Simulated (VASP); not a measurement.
Crystal: B2As3.

```
B As
1.0
     2.96650   -1.68412    0.00000
     2.96650    1.68412    0.00000
    -1.90068    0.00000    7.93486
B As
2 3
Direct
  0.13659 0.13659 0.73056
  0.95210 0.95210 0.22015
  0.59429 0.59429 0.13646
  0.49743 0.49743 0.81451
  0.15059 0.15059 0.47332
```

The cell was generated, and may not be a known phase.

```yaml
Program: VASP 6.6.1
Task: relaxation of cell and atoms
Functional: PBE
Potentials_or_basis: VASP PAW PBE potentials, release 64 (B, As)
Cutoff: 600 eV
k_mesh: 10 × 10 × 4
Occupations: gaussian, width 0.1 eV
Spin: no spin polarisation
```

At the start: pressure 0.4 GPa; volume 15.86 Å³/atom.

Problem. Where does the relaxation end?

Solution. Over 14 steps the energy falls by 2.8 meV/atom and the volume is 15.89 Å³/atom (+0.2 %); space group Cm (No. 8, to 0.1 Å) before and after.

The path:
```
step  energy change (eV)  largest force (eV/Å)  pressure (GPa)  volume (Å³)
   1              0.0000                0.1211            0.44        79.28
   2             -0.0082                0.1251           -0.22        79.78
   3             -0.0085                0.1451           -0.37        79.89
   4             -0.0109                0.1122           -0.05        79.61
   5             -0.0109                0.1119           -0.04        79.60
   6             -0.0122                0.0863            0.10        79.46
   7             -0.0132                0.0495            0.34        79.23
   8             -0.0137                0.0318           -0.15        79.57
   9             -0.0137                0.0263           -0.04        79.49
  10             -0.0138                0.0143           -0.01        79.47
  11             -0.0138                0.0180            0.00        79.47
  12             -0.0138                0.0120            0.01        79.45
  13             -0.0139                0.0169            0.02        79.44
  14             -0.0139                0.0093            0.00        79.45
```

Final structure:
```yaml
crystal:
  lattice:
    - [3.00439, -1.68159, 0.00255]
    - [3.00439, 1.68159, 0.00255]
    - [-1.91836, 0.00000, 7.86161]
  atoms:
    - { symbol: B, position: [0.13566, 0.13566, 0.72887] }
    - { symbol: B, position: [0.94930, 0.94930, 0.22227] }
    - { symbol: As, position: [0.59223, 0.59223, 0.13804] }
    - { symbol: As, position: [0.49562, 0.49562, 0.81331] }
    - { symbol: As, position: [0.15820, 0.15820, 0.47251] }
```

Caveat: an odd number of electrons without spin polarisation forces a metal; a magnetic or distorted state may lie lower.
